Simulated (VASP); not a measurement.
Here is a VASP 6.6.1 calculation.

Contents of INCAR:

```
PREC = Accurate
ENCUT = 520
EDIFF = 1E-8
ISMEAR = 0
SIGMA = 0.01
LREAL = F
LASPH = T
NELM = 60
ALGO = Normal
ISIF = 2
LWAVE = F
LCHARG = F
GGA = PS
NBANDS = 14
IBRION = 8
NSW = 1
```

The input KPOINTS:

```
Automatic mesh
0
Gamma
  6 6 6
```

POSCAR

```
NaCl
1.0
    0.0000000000      2.7868772411      2.7868772411
    2.7868772411      0.0000000000      2.7868772411
    2.7868772411      2.7868772411      0.0000000000
Na Cl
1 1
Direct
    0.0000000000      0.0000000000      0.0000000000
    0.5000000000      0.5000000000      0.5000000000
```

Potentials or basis: VASP PAW PBE potentials, release 64 (Na_pv, Cl).

Command:

```sh
$ cat potpaw_PBE.64/Na_pv/POTCAR potpaw_PBE.64/Cl/POTCAR > POTCAR
$ mpirun -np 1 vasp_std > vasp.out
```

(1) Predict the highest phonon frequency at Γ, LO-TO splitting left out.

Results:

(1) 175 cm⁻¹.
